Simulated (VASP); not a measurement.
Input of a VASP 6.6.1 run:

Contents of INCAR:

```
  PREC = Accurate
  ENCUT = 520
  EDIFF = 1E-7
  ISMEAR = -1
  SIGMA = 0.05
  LREAL = F
  LASPH = T
  NELM = 100
  ALGO = Normal
  ISIF = 2
  LWAVE = F
  LCHARG = F
  GGA = PE
  NBANDS = 26
```

Contents of KPOINTS:

```
Automatic mesh
0
Gamma
  6 6 6
```

The input POSCAR:

```
RbMgSbO3
1.0
    3.1638236813      1.8266344541      3.7945591935
   -3.1638236813      1.8266344541      3.7945591935
    0.0000000000     -3.6532689081      3.7945591935
Sb Rb Mg O
1 1 1 3
Direct
    0.5701276200      0.5701276200      0.5701276200
    0.8952780900      0.8952780900      0.8952780900
    0.3185392300      0.3185392300      0.3185392300
    0.4946454750      0.9672602300      0.4946454750
    0.9672602300      0.4946454750      0.4946454750
    0.4946454750      0.4946454750      0.9672602300
```

Potentials or basis: VASP PAW PBE potentials, release 64 (Sb, Rb_sv, Mg, O).

Command:

```sh
$ cat potpaw_PBE.64/Sb/POTCAR potpaw_PBE.64/Rb_sv/POTCAR potpaw_PBE.64/Mg/POTCAR potpaw_PBE.64/O/POTCAR > POTCAR
$ mpirun -np 1 vasp_std > vasp.out
```

What does it give for the pressure?

-0.5 GPa.

What does it give for the band gap on the k mesh?

2.83 eV, indirect (least direct gap 2.84 eV).

What does it give for the largest force?

0.339 eV/Å.

Forces on the atoms (eV/Å):
```
Sb   0.000  0.000  0.339
Rb   0.000  0.000 -0.010
Mg   0.000  0.000  0.050
O    0.067 -0.039 -0.126
O   -0.067 -0.039 -0.126
O    0.000  0.077 -0.126
```

Caveat: spin-orbit coupling is left out, which moves the levels of the heavy elements. A k mesh can miss the band edges.
